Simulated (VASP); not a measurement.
Wanted: the native input for a VASP 6.6.1 run.

```
Task                   : relaxation of cell and atoms
Functional             : LDA
Potentials or basis    : VASP PAW LDA potentials, release 64 (C)
Cutoff                 : 600 eV
k mesh                 : 23 × 23 × 13
Occupations            : gaussian, width 0.1 eV
Spin                   : no spin polarisation
Target pressure        : 5 GPa
Dipole correction      : no
Further INCAR settings : ALGO = Normal; EDIFF = 1e-06; IBRION = 2; EDIFFG = -0.03; NSW = 80; ISIF = 3
```

The structure of C lies in POSCAR:

```
C
1.0
    2.1200000000      0.0000000000      0.0000000000
   -1.0600000000      1.8359738560      0.0000000000
    0.0000000000      0.0000000000      3.4619600000
C
2
Direct
    0.3333333333      0.6666666667      0.2500000000
    0.6666666667      0.3333333333      0.7500000000
```

The input as run:

INCAR

```
SYSTEM = C
  PREC = Accurate
  ENCUT = 600
  EDIFF = 1E-6
  ISMEAR = 0
  SIGMA = 0.1
  LREAL = .False.
  LASPH = .True.
  NELM = 60
  ALGO = Normal
  ISIF = 3
  LWAVE = .False.
  LCHARG = .False.
  GGA = CA
  IBRION = 2
  NSW = 80
  EDIFFG = -0.03
  PSTRESS = 50.0
```

KPOINTS

```
Automatic mesh
0
Gamma
  23 23 13
  0 0 0
```

Potentials or basis: VASP PAW LDA potentials, release 64 (C).

The run is started by

```sh
$ cat potpaw_LDA.64/C/POTCAR > POTCAR
$ mpirun -np 1 vasp_std > vasp.out
```

It gave:

```json
{
  "Relaxed volume": "6.35 Å³/atom",
  "Relaxed cell": "a = 1.682 Å, b = 1.682 Å, c = 5.185 Å, α = 90.00°, β = 90.00°, γ = 120.00°",
  "Space group after relaxing (to 0.05 Å)": "P6_3/mmc (No. 194)",
  "Energy change on relaxing (the enthalpy is what falls)": "-455.5 meV/atom",
  "Ionic steps": "17",
  "Pressure after relaxing": "5.0 GPa",
  "Band gap on the k mesh": "zero (band 4 reaches 11.51 eV, above the bottom of band 5 at 8.26 eV)"
}
```

Caveat: the cell is relaxed towards a set pressure, so the enthalpy falls and the energy may rise.

Run time: 8.2 min on 1 thread of Intel(R) Xeon(R) Platinum 8488C (Sapphire Rapids), on a shared host, peak memory 0.15 GiB.
